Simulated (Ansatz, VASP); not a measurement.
# SnO2: VASP beside Ansatz

```
CELL_PARAMETERS angstrom
4.72202 0.00000 0.00000
0.00000 4.72202 0.00000
0.00000 0.00000 3.19042
ATOMIC_POSITIONS crystal
Sn 0.00000 0.00000 0.00000
Sn 0.50000 0.50000 0.50000
O 0.30607 0.30607 0.00000
O 0.69393 0.69393 0.00000
O 0.80607 0.19393 0.50000
O 0.19393 0.80607 0.50000
```

Alike in both runs: functional LDA; k mesh 8 × 8 × 11; occupations fermi-dirac, width 0.08 eV; no spin polarisation.

Ansatz relaxed the structure, and its values are those at the end. VASP's run is a single point on that final structure, the one shown.

```csv
,VASP,Ansatz
version,VASP 6.6.1,Ansatz 0.2.0
potentials or method,"VASP PAW LDA potentials, release 64 (Sn_d, O)","PAW with Ansatz's default frozen-core files, scalar-relativistic"
plane-wave cutoff (eV),520,420
valence electrons in the cell,52,52
```

Ansatz gave:

```
pressure (GPa)                     : 0.0
rms of the force components (eV/Å) : 0.000
```

**Question.** What did VASP give for the same quantities?

**Answer.** Pressure (GPa): 1.1; rms of the force components (eV/Å): 0.010.

LDA's correlation is that of Perdew and Zunger in VASP and of Perdew and Wang (1992) in Ansatz.
